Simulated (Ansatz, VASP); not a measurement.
**KBr in VASP and in Ansatz**

File POSCAR:

```
KBr
1.0
    0.0000000000      3.5559000000      3.1608000000
    3.5559000000      0.0000000000      3.1608000000
    3.5559000000      3.5559000000      0.0000000000
K Br
1 1
Direct
    0.0000000000      0.0000000000      0.0000000000
    0.5000000000      0.5000000000      0.5000000000
```

The input INCAR.step1:

```
  ALGO = Normal
  EDIFF = 1E-4
  ENCUT = 520
  GGA = PE
  ISMEAR = 0
  LASPH = T
  LCHARG = F
  LREAL = F
  LWAVE = T
  NBANDS = 15
  NELM = 100
  PREC = Accurate
  SIGMA = 0.05
```

Contents of INCAR.step2:

```
  ALGO = Normal
  EDIFF = 1E-6
  ENCUT = 520
  ISIF = 2
  ISMEAR = 0
  ISTART = 1
  LASPH = T
  LCHARG = T
  LELF = T
  LMIXTAU = T
  LREAL = F
  LVHAR = T
  LWAVE = F
  METAGGA = R2SCAN
  NBANDS = 15
  NELM = 100
  PREC = Accurate
  SIGMA = 0.05
```

File KPOINTS:

```
k-points
0
Gamma
  6 6 6
```

Input for Ansatz:

```yaml
crystal:
  lattice:
    - [0.0, 3.5559, 3.1608]
    - [3.5559, 0.0, 3.1608]
    - [3.5559, 3.5559, 0.0]
  atoms:
    - { symbol: K, position: [0.0, 0.0, 0.0] }
    - { symbol: Br, position: [0.5, 0.5, 0.5] }
basis:
  ecutwfc: 500
kpoints:
  mp_grid: { grid: [6, 6, 6] }
hamiltonian:
  xc: r2scan
scf:
  occupations: { method: gaussian, width: 0.05 }
output:
  forces: true
  stress: true
  eigenvalues: true
```

Change from the starting cell: strain +0.080 along x and y, -0.040 along z, atoms carried along.

Alike in both runs: task single point; functional r2SCAN; k mesh 6 × 6 × 6; occupations gaussian, width 0.05 eV; no spin polarisation.

|  | VASP | Ansatz |
| --- | --- | --- |
| version | VASP 6.6.1 | Ansatz 0.2.0 |
| potentials or method | VASP PAW PBE potentials, release 64 (K_sv, Br), cutoff 520 eV | scalar-relativistic, plane waves, PAW |
| valence electrons in the cell | 16 | 16 |

VASP gave:

| Item | Value |
| --- | --- |
| gap on the k mesh at the Fermi level (eV) | 4.76 |
| least direct gap on the mesh (eV) | 4.76 |
| pressure (GPa) | -0.7 |
| traceless stress, the component that is largest in VASP (GPa) | 2.09 |

Q: Estimate Ansatz's values.

A: gap on the k mesh at the Fermi level (eV): 4.75; least direct gap on the mesh (eV): 4.75; pressure (GPa): -0.7; traceless stress, the component that is largest in VASP (GPa): 2.06.

VASP's potentials were made for PBE, not for r2SCAN. The functional is the same, so the differences come from potentials, cutoffs and numerics.
